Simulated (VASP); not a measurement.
## K: relaxation of cell and atoms with PBE

K:

```xyz
1
Lattice="-2.0180 2.0180 2.0180 2.0180 -2.0180 2.0180 2.0180 2.0180 -2.0180" Properties=species:S:1:pos:R:3 pbc="T T T"
K     0.0000    0.0000    0.0000
```

```
Program                : VASP 6.6.1
Task                   : relaxation of cell and atoms
Functional             : PBE
Potentials or basis    : VASP PAW PBE potentials, release 64 (K_sv)
Cutoff                 : 600 eV
k mesh                 : 14 × 14 × 14
Occupations            : gaussian, width 0.1 eV
Spin                   : no spin polarisation
Target pressure        : 20 GPa
Dipole correction      : no
Further INCAR settings : ALGO = Normal; EDIFF = 1e-06; IBRION = 2; EDIFFG = -0.008; NSW = 70; ISIF = 3
```

* Relaxed volume: 27.62 Å³/atom
* Relaxed cell: a = 3.298 Å, b = 3.298 Å, c = 3.298 Å, α = 109.47°, β = 109.47°, γ = 109.47°
* Space group after relaxing (to 0.1 Å): Im-3m (No. 229)
* Energy change on relaxing (the run minimises the enthalpy): +525.8 meV/atom
* Ionic steps: 18
* Pressure after relaxing: 20.0 GPa
* Band gap on the k mesh: zero (an odd number of electrons rules out a gap without spin polarisation)

Step by step:
| step | energy change (eV) | largest force (eV/Å) | pressure (GPa) | volume (Å³) |
| --- | --- | --- | --- | --- |
| 1 | 0.0000 | 0.0000 | 12.63 | 32.87 |
| 2 | 0.7147 | 0.0000 | 22.50 | 26.19 |
| 3 | 0.5349 | 0.0000 | 20.10 | 27.54 |
| 4 | 0.5224 | 0.0000 | 19.93 | 27.64 |
| 5 | 0.5224 | 0.0000 | 19.93 | 27.64 |
| 6 | 0.5225 | 0.0000 | 19.92 | 27.64 |
| 7 | 0.5225 | 0.0000 | 19.93 | 27.64 |
| 8 | 0.5225 | 0.0000 | 19.93 | 27.64 |
| 9 | 0.5225 | 0.0000 | 19.93 | 27.64 |
| 10 | 0.5226 | 0.0000 | 19.93 | 27.64 |
| 11 | 0.5226 | 0.0000 | 19.93 | 27.64 |
| 12 | 0.5226 | 0.0000 | 19.93 | 27.64 |
| 13 | 0.5226 | 0.0000 | 19.93 | 27.64 |
| 14 | 0.5227 | 0.0000 | 19.93 | 27.64 |
| 15 | 0.5229 | 0.0000 | 19.92 | 27.64 |
| 16 | 0.5233 | 0.0000 | 19.90 | 27.64 |
| 17 | 0.5241 | 0.0000 | 19.95 | 27.63 |
| 18 | 0.5258 | 0.0000 | 19.98 | 27.62 |

Final structure:
```
K
1.0
    -1.90417    1.90417    1.90417
     1.90417   -1.90417    1.90417
     1.90417    1.90417   -1.90417
K
1
Direct
  0.00000 0.00000 0.00000
```

Levels at points of the mesh, in eV from the Fermi level:
| k point | band 2 | band 3 | band 4 | band 5 | band 6 | band 7 | band 8 |
| --- | --- | --- | --- | --- | --- | --- | --- |
| (0.00, 0.00, 0.00) | -15.48 | -15.48 | -15.48 | -3.54 | 4.57 | 4.57 | 4.57 |
| (0.50, 0.00, 0.00) | -16.76 | -15.83 | -15.50 | -0.38 | 2.42 | 2.52 | 6.69 |
| (0.50, 0.50, 0.50) | -16.28 | -16.28 | -16.28 | -0.07 | -0.07 | 7.84 | 7.84 |

It took 2.4 min on 1 thread of Intel(R) Xeon(R) Platinum 8259CL CPU @ 2.50GHz (Skylake/Cascade Lake), with other jobs on the host, peak memory 0.18 GiB.

Caveat: the cell is relaxed towards a set pressure, so the run minimises the enthalpy, not the energy; the volume moved by over 15 % at a fixed basis, so the end points are rough.
